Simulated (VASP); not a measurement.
A run of VASP 6.6.1 is set up as follows.

Contents of INCAR:

```
PREC = Accurate ; ENCUT = 520
EDIFF = 1E-6 ; ISMEAR = 0
SIGMA = 0.1 ; LREAL = False
LASPH = True ; NELM = 100
ALGO = Normal ; ISIF = 2
LWAVE = False ; LCHARG = False
LDIPOL = True ; IDIPOL = 3
DIPOL = 0.5 0.5 0.330 ; GGA = PE
IBRION = 2 ; NSW = 36
EDIFFG = -0.025
```

KPOINTS

```
regular mesh
0
Gamma
  6 6 1
```

The input POSCAR:

```
Mo6H
1.0
    4.4695765307      0.0000000000      0.0000000000
   -2.2347882654      3.8707668198      0.0000000000
    0.0000000000      0.0000000000     19.7595667350
Mo H
6 1
Selective dynamics
Direct
    0.6666666667      0.3333333333      0.2024335884  F F F
    0.3333333333      0.6666666667      0.2486060831  F F F
    0.0000000000      0.0000000000      0.2947785777  F F F
    0.6666666667      0.3333333333      0.3368821116  F F F
    0.3333333333      0.6666666667      0.3779725564  F F F
    0.0000000000      0.0000000000      0.4180034333  F F F
    0.6666666667      0.3333333333      0.4347247127  F F T
```

Potentials or basis: VASP PAW PBE potentials, release 64 (Mo_sv, H).

The run is started by

```console
$ cat potpaw_PBE.64/Mo_sv/POTCAR potpaw_PBE.64/H/POTCAR > POTCAR
$ mpirun -np 1 vasp_std > vasp.out
```

(1) What does it give for the energy gained by relaxing?

(2) Predict the band gap on the k mesh.

Results:

(1) 0.2 meV/atom.

(2) zero (an odd number of electrons rules out a gap without spin polarisation).
